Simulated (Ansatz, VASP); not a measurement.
**Two plane-wave programs on TiAl**

Contents of INCAR:

```
PREC = Accurate ; ENCUT = 520
EDIFF = 1E-7 ; ISMEAR = 0
SIGMA = 0.15 ; LREAL = False
LASPH = True ; NELM = 60
ALGO = Normal ; ISIF = 2
LWAVE = False ; LCHARG = False
GGA = PS ; NBANDS = 14
```

The input KPOINTS:

```
regular mesh
0
Gamma
  14 14 14
```

POSCAR

```
TiAl
1.0
    2.8089068443      0.0000000000      0.0000000000
    0.0000000000      2.8089068443      0.0000000000
    0.0000000000      0.0000000000      3.1560751060
Ti Al
1 1
Direct
    0.0000000000      0.0000000000      0.0000000000
    0.5000000000      0.5000000000      0.5000000000
```

Input for Ansatz:

```yaml
crystal:
  lattice:
    - [2.8089068443, 0.0, 0.0]
    - [0.0, 2.8089068443, 0.0]
    - [0.0, 0.0, 3.156075106]
  atoms:
    - { symbol: Ti, position: [0.0, 0.0, 0.0] }
    - { symbol: Al, position: [0.5, 0.5, 0.5] }
basis:
  ecutwfc: 520.0
kpoints:
  mp_grid: { grid: [14, 14, 14] }
hamiltonian:
  xc: pbesol
  pseudopotentials: { kind: paw, azcp: { folder: soft_1 } }
scf:
  occupations: { method: gaussian, width: 0.15 }
output:
  forces: true
  stress: true
  eigenvalues: true
```

Change from the starting cell: normal strain along x -0.1100, normal strain along y -0.1100.

Alike in both runs: task single point; functional PBEsol; k mesh 14 × 14 × 14; occupations gaussian, width 0.15 eV; no spin polarisation.

|  | VASP | Ansatz |
| --- | --- | --- |
| version | VASP 6.6.1 | Ansatz 0.2.0 |
| potentials or method | VASP PAW PBE potentials, release 64 (Ti_sv, Al), cutoff 520 eV | scalar-relativistic, plane waves, PAW |
| valence electrons in the cell | 15 | 15 |

|  | VASP | Ansatz | Ansatz less VASP |
| --- | --- | --- | --- |
| gap on the k mesh at the Fermi level (eV) | none | none | - |
| pressure (GPa) | 43.6 | 43.7 | +0.01 |
| traceless stress, the component that is largest in VASP (GPa) | 6.51 | 6.52 | +0.011 |

VASP's potentials were made for PBE, not for PBEsol, and Ansatz warns of the same on its side. A gap of «none» marks a metal or a gap that the smearing closes. Both programs put the cell under a high pressure, so it lies far from rest at this level.
